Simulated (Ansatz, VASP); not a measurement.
KBr in VASP and in Ansatz

```
K Br
1.0
     0.00000    3.68830    3.68830
     3.68830    0.00000    3.68830
     3.68830    3.68830    0.00000
K Br
1 1
Direct
  0.00000 0.00000 0.00000
  0.25000 0.25000 0.25000
```

Alike in both runs: task single point; functional PBE0; k mesh 4 × 4 × 4; no spin polarisation.

|  | VASP | Ansatz |
| --- | --- | --- |
| version | VASP 6.6.1 | Ansatz 0.2.0 |
| potentials or method | VASP PAW PBE potentials, release 64 (K_sv, Br) | plane waves, PAW |
| plane-wave cutoff (eV) | 520 | 420 |
| occupations | gaussian, width 0.01 eV | fixed |
| valence electrons in the cell | 16 | 16 |

VASP gave:

| Property | Result |
| --- | --- |
| gap on the k mesh at the Fermi level (eV) | 6.13 |
| pressure (GPa) | 0.1 |

Which values does Ansatz return?

gap on the k mesh at the Fermi level (eV): 6.12; pressure (GPa): 0.1.

Ansatz's warnings: stress exchange threshold loose, stress scf threshold loose, xc potential rough in thin density.
